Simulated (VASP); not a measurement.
# Ga2O3 (P1) in VASP: single point with PBE

Aim: the single point of Ga2O3 with PBE.

Program: VASP 6.6.1. These are calculated values, not measurements. Logs are shortened: lines on timing, memory, paths and dates and some standing lists are left out, and cuts for length are marked.

### Step 1. The cell of the first run

The typed cell holds 10 atoms: a = 3.037 Å, b = 5.798 Å, c = 6.293 Å, α = 103.41°, β = 103.96°, γ = 90.00°.

### Step 2. Single point, PBE

Contents of INCAR:

```
SYSTEM = Ga2O3
ALGO     = Normal         ! electronic algorithm
EDIFF    = 1E-7           ! SCF threshold, eV
ENCUT    = 520            ! plane-wave cutoff, eV
GGA      = PE             ! functional
ISIF     = 2              ! what is computed and relaxed
ISMEAR   = 0              ! smearing method
KPAR     = 4            
LASPH    = .TRUE.         ! aspherical terms in the spheres
LCHARG   = .FALSE.        ! write CHGCAR
LREAL    = .FALSE.        ! projectors in reciprocal space
LWAVE    = .FALSE.        ! write WAVECAR
NBANDS   = 55             ! bands
NELM     = 80             ! most SCF steps
PREC     = Accurate       ! precision mode
SIGMA    = 0.05           ! smearing width, eV
```

Contents of KPOINTS:

```
k-points
0
G
  8 6 8
  0 0 0
```

Contents of POSCAR:

```
Ga2O3
1.0
    0.0000000000      3.0371000000      0.0000000000
   -1.3859888959      0.0000000000      5.6300087380
    6.1070000000     -1.5185500000      0.0000000000
Ga O
4 6
Direct
    0.0905000000      0.7946000000      0.1810000000
    0.9095000000      0.2054000000      0.8190000000
    0.6586600000      0.3140200000      0.3173200000
    0.3413400000      0.6859800000      0.6826800000
    0.1645000000      0.1098000000      0.3290000000
    0.8355000000      0.8902000000      0.6710000000
    0.1733000000      0.5632000000      0.3466000000
    0.8760892200      0.4368000000      0.6534000000
    0.4959000000      0.2566000000      0.9918000000
    0.5041000000      0.7434000000      0.0082000000
```

Potentials or basis: VASP PAW PBE potentials, release 64 (Ga_d, O).

Run with:

```bash
$ cat potpaw_PBE.64/Ga_d/POTCAR potpaw_PBE.64/O/POTCAR > POTCAR
$ mpirun -np 4 vasp_std > vasp.out
```

OUTCAR:

```text
SYSTEM = Ga2O3
   EDIFF = 1E-7
   ENCUT = 520
   GGA = PE
   ISIF = 2
   ISMEAR = 0
   LASPH = .TRUE.
   LREAL = .FALSE.
   NELM = 80
   PREC = Accurate

 ion  position               nearest neighbor table
   1  0.090  0.795  0.181-  10 1.83  10 1.83   5 1.83   7 1.86
   2  0.910  0.205  0.819-   9 1.83   9 1.83   6 1.83   8 1.87
   3  0.659  0.314  0.317-   9 1.94   5 1.94   5 1.94   8 2.01   7 2.07   7 2.07
   4  0.341  0.686  0.683-  10 1.94   6 1.94   6 1.94   8 1.97   7 2.01   8 2.19
   5  0.164  0.110  0.329-   1 1.83   3 1.94   3 1.94
   6  0.836  0.890  0.671-   2 1.83   4 1.94   4 1.94
   7  0.173  0.563  0.347-   1 1.86   4 2.01   3 2.07   3 2.07
   8  0.876  0.437  0.653-   2 1.87   4 1.97   3 2.01   4 2.19
   9  0.496  0.257  0.992-   2 1.83   2 1.83   3 1.94
  10  0.504  0.743  0.008-   1 1.83   1 1.83   4 1.94

  LATTYP: Found a base centered monoclinic cell.
 ALAT       =    12.2140000000
 B/A-ratio  =     0.2486572785
 C/A-ratio  =     0.4747093499
 COS(beta)  =    -0.2390419096

  Lattice vectors:

 A1 = (   6.1070000000,  -1.5185500000,   0.0000000000)
 A2 = (   6.1070000000,   1.5185500000,   0.0000000000)
 A3 = (  -1.3859888959,   0.0000000000,   5.6300087380)

Analysis of symmetry for initial positions (statically):
=====================================================================
 Subroutine PRICEL returns:
 Original cell was already a primitive cell.

 Routine SETGRP: Setting up the symmetry group for a
 base centered monoclinic supercell.

 Subroutine GETGRP returns: Found  1 space group operations
 (whereof  1 operations were pure point group operations)
 out of a pool of  4 trial point group operations.

The static configuration has the point symmetry C_1 .

Analysis of symmetry for dynamics (positions and initial velocities):
=====================================================================
 Subroutine PRICEL returns:
 Original cell was already a primitive cell.

 Routine SETGRP: Setting up the symmetry group for a
 base centered monoclinic supercell.

 Subroutine GETGRP returns: Found  1 space group operations
 (whereof  1 operations were pure point group operations)
 out of a pool of  4 trial point group operations.

The dynamic configuration has the point symmetry C_1 .

 Subroutine INISYM returns: Found  1 space group operations
 (whereof  1 operations are pure point group operations),
 and found     1 'primitive' translations

[... 117 lines left out ...]
   ISYM   =      2    0-nonsym 1-usesym 2-fastsym
   POTIM  = 0.5000    time-step for ionic-motion
   TEBEG  =    0.0;   TEEND  =   0.0 temperature during run
   PSTRESS=    0.0 pullay stress
   NELECT =      88.0000    total number of electrons
   NUPDOWN=      -1.0000    fix difference up-down
   EMIN   =  10.00;   EMAX   =-10.00  energy-range for DOS
   EFERMI =   0.00;   METHOD = LEGACY
   ISMEAR =     0;   SIGMA  =   0.05  broadening in eV -4-tet -1-fermi 0-gaus
   EFERMI_NEDOS =   21; number of points for ismear=-14 and -15
   IALGO  =     38    algorithm
   IMIX   =      4    mixing-type and parameters
     AMIX     =   0.40;   BMIX     =  1.00
     AMIX_MAG =   1.60;   BMIX_MAG =  1.00
  volume/ion in A,a.u.               =      10.44        70.47
  Fermi-wavevector in a.u.,A,eV,Ry     =   1.546335  2.922150 32.533613  2.391153
  Thomas-Fermi vector in A             =   2.651586
   LORBIT       =      0    0 simple, 1 ext, 2 COOP (PROOUT), +10 PAW based schemes
   GGA     = PE    functional components
   LHFCALC =     F    Hartree Fock is set to
   AEXX    =    0.0000 exact exchange contribution
   IVDW    =     0    specifies the selected vdW correction
   LEPSILON=     F    determine dielectric tensor
   LRPA    =     F    only Hartree local field effects (RPA)
 non-spin polarized calculation
 Gauss-broadening in eV      SIGMA  =   0.05
  energy-cutoff  :      520.00
  volume of cell :      104.42
 maximum number of plane-waves:      2846
   NGX = 11   NGY = 21   NGZ = 23

 number of electron      88.0000023 magnetization

 Free energy of the ion-electron system (eV)
  ---------------------------------------------------
  ext. energy  EPLUGINS =         0.00000000
  ---------------------------------------------------
  free energy    TOTEN  =       -59.43204576 eV

  energy without entropy =      -59.43204576  energy(sigma->0) =      -59.43204576

 E-fermi :   4.1718     XC(G=0): -11.6436

 val. band max:        3.9044842381   @ k =   0.1250   0.5000   0.3750
 cond. band min:       6.3107271704   @ k =   0.0000   0.0000   0.0000
 fundamental gap:      2.4062429323
 Fermi energy:         4.1718175168

 k-point     1 :       0.0000    0.0000    0.0000
  band No.  band energies     occupation
      1     -15.0623      2.00000
      2     -13.8893      2.00000
      3     -13.8562      2.00000
      4     -13.7345      2.00000
      5     -13.2635      2.00000
      6     -13.2510      2.00000
[... 1381 lines left out ...]
     54      15.6012      0.00000
     55      15.8354      0.00000

 [... further k-points ...]

------------------------ aborting loop because EDIFF is reached ----------------------------------------

  FORCE on cell =-STRESS in cart. coord.  units (eV):
  Direction    XX          YY          ZZ          XY          YZ          ZX
  --------------------------------------------------------------------------------------
  -------------------------------------------------------------------------------------
  Total        6.5805147      7.2531599      6.5121905     -0.2723446      0.1260364      0.1626842
  in kB      100.9658175    111.2863131     99.9175083     -4.1786231      1.9337959      2.4960875
  external PRESSURE =     104.0565463 kB  Pullay stress =       0.0000000 kB

 VOLUME and BASIS-vectors are now :
 -----------------------------------------------------------------------------
  energy-cutoff  :      520.00
  volume of cell :      104.42
      direct lattice vectors                 reciprocal lattice vectors
     0.000000000  3.037100000  0.000000000     0.081873260  0.329261467  0.020155462
    -1.385988896  0.000000000  5.630008738     0.000000000  0.000000000  0.177619618
     6.107000000 -1.518550000  0.000000000     0.163746520  0.000000000  0.040310925

 POSITION                                       TOTAL-FORCE (eV/Angst)
 -----------------------------------------------------------------------------------
      0.00406      0.00000      4.47360         0.104432      0.014797      0.061139
      4.71695      1.51855      1.15640        -0.149328      0.056865     -0.002556
      1.50265      1.51855      1.76794        -0.013695      0.057048      0.079319
      3.21837      0.00000      3.86207         0.012850      0.341059      0.147564
      1.85702     -0.00000      0.61817         0.214339      0.138420     -0.108090
      2.86399      1.51855      5.01183        -0.224920     -0.086583      0.091699
      1.33610     -0.00000      3.17082        -0.078608      0.209811     -0.036186
      3.38491      1.66855      2.45919         0.105466     -0.974883     -0.244591
      5.70128      0.00000      1.44466         0.174086      0.121001      0.050796
     -0.98027      1.51855      4.18535        -0.144623      0.122465     -0.039094
 -----------------------------------------------------------------------------------
    total drift:                                0.000134      0.000325      0.000003

  FREE ENERGIE OF THE ION-ELECTRON SYSTEM (eV)
  ---------------------------------------------------
  free  energy   TOTEN  =       -59.4320457648 eV

  energy  without entropy=      -59.4320457648  energy(sigma->0) =      -59.43204576
```

stdout:

```text
POSCAR found type information on POSCAR GaO
 POSCAR found :  2 types and      10 ions
 scaLAPACK will be used
 LDA part: xc-table for (Slater+PW92), standard interpolation
 POSCAR, INCAR and KPOINTS ok, starting setup
 FFT: planning ... GRIDC
 FFT: planning ... GRID_SOFT
 FFT: planning ... GRID
 WAVECAR not read
 entering main loop
```

It took 8.8 min on 4 MPI ranks of Oxide Virtual Turin-like, shared host; peak memory 0.78 GiB.

What came out:

```yaml
Free_energy: -59.4320 eV
Pressure: 10.4 GPa
Largest_force: 1.011 eV/Å
Band_gap_on_the_k_mesh: 2.41 eV (least direct gap 2.43 eV)
```

Forces in eV/Å, atoms in the order of the input:
```
Ga   0.104  0.015  0.061
Ga  -0.149  0.057 -0.003
Ga  -0.014  0.057  0.079
Ga   0.013  0.341  0.148
O    0.214  0.138 -0.108
O   -0.225 -0.087  0.092
O   -0.079  0.210 -0.036
O    0.105 -0.975 -0.245
O    0.174  0.121  0.051
O   -0.145  0.122 -0.039
```

Stress tensor (GPa, compression positive):
```
10.10 -0.42  0.25
-0.42 11.13  0.19
 0.25  0.19  9.99
```

Levels at points of the mesh, in eV from the valence-band top:
| k point | band 41 | band 42 | band 43 | band 44 | band 45 | band 46 | band 47 | band 48 |
| --- | --- | --- | --- | --- | --- | --- | --- | --- |
| (0.00, 0.00, 0.00) | -0.67 | -0.47 | -0.27 | -0.02 | 2.41 | 5.71 | 6.73 | 6.80 |
| (0.50, 0.00, 0.00) | -0.79 | -0.72 | -0.47 | -0.13 | 5.62 | 6.56 | 7.18 | 7.59 |
| (0.50, 0.00, 0.50) | -0.79 | -0.68 | -0.43 | -0.13 | 5.74 | 6.50 | 7.19 | 7.50 |
| (0.00, 0.50, 0.00) | -0.71 | -0.60 | -0.50 | -0.30 | 4.77 | 4.91 | 6.73 | 7.25 |
| (0.50, 0.50, 0.00) | -1.14 | -1.03 | -0.74 | -0.64 | 6.82 | 6.98 | 7.90 | 8.15 |
| (0.50, 0.50, 0.50) | -1.11 | -1.04 | -0.74 | -0.66 | 6.87 | 7.01 | 7.65 | 8.02 |
| (0.00, 0.00, 0.50) | -0.69 | -0.67 | -0.41 | -0.16 | 4.57 | 4.82 | 5.87 | 6.60 |
| (0.00, 0.50, 0.50) | -0.64 | -0.60 | -0.55 | -0.01 | 5.19 | 5.32 | 6.24 | 6.56 |

Caveat: the cell stands under pressure; forces of over 1 eV/Å act on the atoms, so gaps and moduli don't describe the material at rest.
